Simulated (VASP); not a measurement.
A run of VASP 6.6.1 is set up as follows.

File INCAR:

```
SYSTEM = AlNi
PREC     = Accurate       ! precision mode
ENCUT    = 600            ! plane-wave cutoff, eV
EDIFF    = 1E-6           ! SCF threshold, eV
ISMEAR   = 0              ! smearing method
SIGMA    = 0.1            ! smearing width, eV
LREAL    = .False.        ! projectors in reciprocal space
LASPH    = .True.         ! aspherical terms in the spheres
NELM     = 80             ! most SCF steps
ALGO     = Normal         ! electronic algorithm
ISIF     = 3              ! what is computed and relaxed
LWAVE    = .False.        ! write WAVECAR
LCHARG   = .False.        ! write CHGCAR
GGA      = PE             ! functional
IVDW     = 12             ! dispersion correction
IBRION   = 2              ! ionic algorithm
NSW      = 70             ! ionic steps
EDIFFG   = -0.005         ! ionic threshold
```

The input KPOINTS:

```
regular mesh
0
Gamma
  14 14 14
  0 0 0
```

The input POSCAR:

```
AlNi
1.0
    2.8930835179      0.0000000000      0.0000000000
    0.0000000000      2.8930835179      0.0000000000
    0.0000000000      0.0000000000      2.8930835179
Al Ni
1 1
Direct
    0.0000000000      0.0000000000      0.0000000000
    0.5000000000      0.5000000000      0.5000000000
```

Potentials or basis: VASP PAW PBE potentials, release 64 (Al, Ni).

The run is started by

```bash
$ cat potpaw_PBE.64/Al/POTCAR potpaw_PBE.64/Ni/POTCAR > POTCAR
$ mpirun -np 1 vasp_std > vasp.out
```

Predict the relaxed cell.

a = 2.857 Å, b = 2.857 Å, c = 2.857 Å, α = 90.00°, β = 90.00°, γ = 90.00°.

Estimate the relaxed volume.

11.66 Å³/atom.

Final structure:
```cif
data_structure
_symmetry_space_group_name_H-M 'P 1'
_symmetry_Int_Tables_number 1
_cell_length_a 2.8571
_cell_length_b 2.8571
_cell_length_c 2.8571
_cell_angle_alpha 90.000
_cell_angle_beta 90.000
_cell_angle_gamma 90.000
_cell_volume 23.32
loop_
_atom_site_label
_atom_site_type_symbol
_atom_site_fract_x
_atom_site_fract_y
_atom_site_fract_z
_atom_site_occupancy
Al1 Al 0.00000 0.00000 0.00000 1
Ni1 Ni 0.50000 0.50000 0.50000 1
```

Caveat: pairwise dispersion overbinds metals, which lowers pressure and volume. Spin polarisation is off, so any magnetic state and its effect on volume and gap are missing.
